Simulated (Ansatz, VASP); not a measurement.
Na in VASP and in Ansatz

File INCAR:

```
  PREC = Accurate
  ENCUT = 520
  EDIFF = 1E-6
  ISMEAR = -1
  SIGMA = 0.05
  LREAL = F
  LASPH = T
  NELM = 60
  ALGO = Fast
  ISIF = 2
  LWAVE = F
  LCHARG = F
  GGA = PS
  NBANDS = 22
```

KPOINTS

```
regular mesh
0
Gamma
  8 8 3
```

Contents of POSCAR:

```
Na
1.0
    3.6248439025      0.0000000000      0.0000000000
   -1.8124219512      3.1392069043      0.0000000000
    0.0000000000      0.0000000000     12.2813860211
Na
4
Direct
    0.6666666667      0.3333333333      0.7500000000
    0.0000000000      0.0000000000      0.5000000000
    0.3333333333      0.6666666667      0.2500000000
    0.0000000000      0.0000000000      0.0000000000
```

input.yaml

```yaml
crystal:
  lattice:
    - [3.6248439025, 0.0, 0.0]
    - [-1.8124219512, 3.1392069043, 0.0]
    - [0.0, 0.0, 12.2813860211]
  atoms:
    - { symbol: Na, position: [0.6666666667, 0.3333333333, 0.75] }
    - { symbol: Na, position: [0.0, 0.0, 0.5] }
    - { symbol: Na, position: [0.3333333333, 0.6666666667, 0.25] }
    - { symbol: Na, position: [0.0, 0.0, 0.0] }
kpoints:
  mp_grid: { grid: [8, 8, 3] }
scf:
  occupations: { method: fermi_dirac, width: 0.05 }
hamiltonian:
  xc: pbesol
  pseudopotentials: { kind: all_electron, lapw: { basis_error: 0.001 } }
output:
  forces: true
  stress: true
  eigenvalues: true
```

Change from the starting cell: volume scaled by 0.94.

Alike in both runs: task single point; functional PBEsol; k mesh 8 × 8 × 3; occupations fermi-dirac, width 0.05 eV; no spin polarisation.

|  | VASP | Ansatz |
| --- | --- | --- |
| version | VASP 6.6.1 | Ansatz 0.2.0 |
| potentials or method | VASP PAW PBE potentials, release 64 (Na_pv), cutoff 520 eV | all-electron LAPW, scalar-relativistic |

|  | VASP | Ansatz | Ansatz less VASP |
| --- | --- | --- | --- |
| gap on the k mesh at the Fermi level (eV) | none | none | - |
| pressure (GPa) | 0.4 | 0.4 | -0.06 |
| traceless stress, the component that is largest in VASP (GPa) | -0.72 | -0.72 | -0.001 |

VASP's potentials were made for PBE, not for PBEsol. A gap of «none» marks a metal or a gap that the smearing closes. Ansatz ran all-electron here, and VASP with PAW potentials.
